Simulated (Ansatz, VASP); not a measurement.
**MoS2: VASP beside Ansatz**

```
Mo S
1.0
     3.16900    0.00000    0.00000
    -1.58450    2.74443    0.00000
     0.00000    0.00000   12.32400
Mo S
2 4
Cartesian
  1.5845 0.9148 9.2430
  0.0000 1.8296 3.0810
  1.5845 0.9148 4.6461
  0.0000 1.8296 10.8081
  1.5845 0.9148 1.5159
  0.0000 1.8296 7.6779
```

Alike in both runs: task relaxation of cell and atoms; functional revPBE; dispersion D4; k mesh 10 × 10 × 3; occupations fermi-dirac, width 0.05 eV; no spin polarisation.

|  | VASP | Ansatz |
| --- | --- | --- |
| version | VASP 6.6.1 | Ansatz 0.2.0 |
| potentials or method | VASP PAW PBE potentials, release 64 (Mo_sv, S) | Ansatz PAW |
| plane-wave cutoff (eV) | 600 | 420 |
| valence electrons in the cell | 52 | 52 |

|  | VASP | Ansatz | Ansatz less VASP |
| --- | --- | --- | --- |
| relaxed volume (Å³/atom) | 16.77 | 16.78 | +0.012 |
| relaxed length of the cell vector where the two differ most in proportion (Å) | 3.136 | 3.137 | +0.0015 |

VASP's potentials were made for PBE, not for revPBE.

Noted on Ansatz's run: odd divisions of the mesh miss points on the zone boundary, where band edges often lie, so the gap on the mesh can be too wide; the plane-wave basis is chosen anew once the cell has moved, so the energies of steps on either side of that aren't comparable.
